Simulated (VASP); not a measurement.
A run of VASP 6.6.1:

The input INCAR:

```
SYSTEM = Al3GaSb4
PREC = Accurate
ENCUT = 600
EDIFF = 1E-6
ISMEAR = 0
SIGMA = 0.02
LREAL = .FALSE.
LASPH = .TRUE.
NELM = 80
ALGO = Normal
ISIF = 3
LWAVE = .FALSE.
LCHARG = .FALSE.
GGA = PE
IBRION = 2
NSW = 100
EDIFFG = -0.005
```

The input KPOINTS:

```
regular mesh
0
G
  6 6 6
  0 0 0
```

The input POSCAR:

```
Al3GaSb4
1.0
    6.2176719498      0.0000000000      0.0000000000
    0.0000000000      6.2176719498      0.0000000000
    0.0000000000      0.0000000000      6.2176719498
Al Ga Sb
3 1 4
Direct
    0.5000000000      0.5000000000      0.0000000000
    0.5000000000      0.0000000000      0.5000000000
    0.0000000000      0.5000000000      0.5000000000
    0.0000000000      0.0000000000      0.0000000000
    0.7499173144      0.7499173144      0.2500826856
    0.7499173144      0.2500826856      0.7499173144
    0.2500826856      0.7499173144      0.7499173144
    0.2500826856      0.2500826856      0.2500826856
```

Potentials or basis: VASP PAW PBE potentials, release 64 (Al, Ga_d, Sb).

Launch:

```sh
$ cat potpaw_PBE.64/Al/POTCAR potpaw_PBE.64/Ga_d/POTCAR potpaw_PBE.64/Sb/POTCAR > POTCAR
$ mpirun -np 1 vasp_std > vasp.out
```

Hardware: 1 thread of Intel Xeon 8259CL, on a shared host.

Q: How long does it take, and how much memory?

A: Run time: 12 min on 1 thread of Intel Xeon 8259CL (shared host), peak memory 0.44 GiB. Counts: scf iterations 35, k points 20, ion steps 5.
